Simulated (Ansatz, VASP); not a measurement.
# BAs: VASP beside Ansatz

The input POSCAR:

```
BAs
1.0
    2.9343700000      0.0000000000      0.0000000000
    0.0000000000      2.9343700000      0.0000000000
    0.0000000000      0.0000000000      2.9343700000
B As
1 1
Direct
    0.5000000000      0.5000000000      0.5000000000
    0.0000000000      0.0000000000      0.0000000000
```

File INCAR.step1:

```
SYSTEM = BAs
ALGO     = Normal         ! electronic algorithm
EDIFF    = 1E-5           ! SCF threshold, eV
ENCUT    = 600            ! plane-wave cutoff, eV
GGA      = PE             ! functional
ISMEAR   = -1             ! smearing method
LASPH    = .True.         ! aspherical terms in the spheres
LCHARG   = .False.        ! write CHGCAR
LREAL    = .False.        ! projectors in reciprocal space
LWAVE    = .True.         ! write WAVECAR
NBANDS   = 11             ! bands
NELM     = 60             ! most SCF steps
PREC     = Accurate       ! precision mode
SIGMA    = 0.05           ! smearing width, eV
```

INCAR.step2

```
SYSTEM = BAs
AEXX     = 0.25           ! exact-exchange fraction
ALGO     = Normal         ! electronic algorithm
EDIFF    = 1E-6           ! SCF threshold, eV
EDIFFG   = -0.01          ! ionic threshold
ENCUT    = 600            ! plane-wave cutoff, eV
GGA      = PE             ! functional
IBRION   = 2              ! ionic algorithm
ISIF     = 3              ! what is computed and relaxed
ISMEAR   = -1             ! smearing method
ISTART   = 1            
LASPH    = .True.         ! aspherical terms in the spheres
LCHARG   = .False.        ! write CHGCAR
LHFCALC  = .True.         ! exact exchange
LREAL    = .False.        ! projectors in reciprocal space
LWAVE    = .False.        ! write WAVECAR
NELM     = 60             ! most SCF steps
NSW      = 60             ! ionic steps
PREC     = Accurate       ! precision mode
PRECFOCK = Normal       
SIGMA    = 0.05           ! smearing width, eV
```

KPOINTS

```
k-points
0
Gamma
  5 5 5
  0 0 0
```

input

```
crystal:
  lattice:
    - [2.93437, 0.0, 0.0]
    - [0.0, 2.93437, 0.0]
    - [0.0, 0.0, 2.93437]
  atoms:
    - { symbol: B, position: [0.5, 0.5, 0.5] }
    - { symbol: As, position: [0.0, 0.0, 0.0] }
hamiltonian:
  xc: pbe0
  pseudopotentials: { kind: paw }
kpoints:
  mp_grid: { grid: [5, 5, 5] }
scf:
  occupations: { method: fermi_dirac, width: 0.05 }
output:
  forces: true
  stress: true
  eigenvalues: true
relax:
  f_tol: 0.01
  max_steps: 40
  cell: { stress_tol: 0.05 }
```

Alike in both runs: task relaxation of cell and atoms; functional PBE0; k mesh 5 × 5 × 5; occupations fermi-dirac, width 0.05 eV; no spin polarisation.

```csv
,VASP,Ansatz
version,VASP 6.6.1,Ansatz 0.2.0
potentials or method,"VASP PAW PBE potentials, release 64 (B, As)",Ansatz PAW
plane-wave cutoff (eV),600,420
valence electrons in the cell,8,18
```

Ansatz gave:

| Property | Result |
| --- | --- |
| gap on the k mesh at the Fermi level, each at its own relaxed structure (eV) | none |
| relaxed volume (Å³/atom) | 11.89 |
| relaxed cell length with the largest relative difference (Å) | 2.875 |

Problem. Estimate VASP's values.

Solution. gap on the k mesh at the Fermi level, each at its own relaxed structure (eV): none; relaxed volume (Å³/atom): 11.85; relaxed cell length with the largest relative difference (Å): 2.873.

A gap of «none» marks a metal or a gap that the smearing closes. VASP's potentials hold 8 valence electrons a cell and Ansatz's 18, so a difference there can come from the potentials and not from the codes.

The k mesh is coarse, so the values compare programs but aren't converged. Noted on Ansatz's run: the plane-wave basis is chosen anew once the cell has moved, so the energies of steps on either side of that aren't comparable.
